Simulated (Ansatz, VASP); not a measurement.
## Al2O3 in VASP and in Ansatz

```
Al O
1.0
     2.84106    0.00000    0.00000
    -1.42053    2.46043    0.00000
     0.00000    0.00000    9.05665
Al O
2 3
Direct
  0.00000 0.00000 0.14999
  0.00000 0.00000 0.85001
  0.33333 0.66667 0.22232
  0.66667 0.33333 0.00000
  0.33333 0.66667 0.77768
```

Change from the starting cell: strain -0.015 along x and y, -0.030 along z, atoms carried along.

Alike in both runs: task single point; functional LDA; k mesh 12 × 12 × 4; occupations gaussian, width 0.05 eV; no spin polarisation.

```csv
,VASP,Ansatz
version,VASP 6.6.1,Ansatz 0.2.0
potentials or method,"VASP PAW LDA potentials, release 64 (Al, O), cutoff 520 eV","scalar-relativistic, plane waves, PAW"
valence electrons in the cell,24,24
```

Ansatz gave:

```
gap on the k mesh at the Fermi level (eV)                     : 5.14
least direct gap on the mesh (eV)                             : 5.42
pressure (GPa)                                                : 1.0
traceless stress, the component that is largest in VASP (GPa) : 1.55
rms of the force components (eV/Å)                            : 0.083
```

Problem. Estimate VASP's values.

Solution. gap on the k mesh at the Fermi level (eV): 5.12; least direct gap on the mesh (eV): 5.41; pressure (GPa): 1.8; traceless stress, the component that is largest in VASP (GPa): 0.93; rms of the force components (eV/Å): 0.097.

LDA's correlation is that of Perdew and Zunger in VASP and of Perdew and Wang (1992) in Ansatz. Atom by atom the forces differ by 0.015 eV/Å (rms over components).
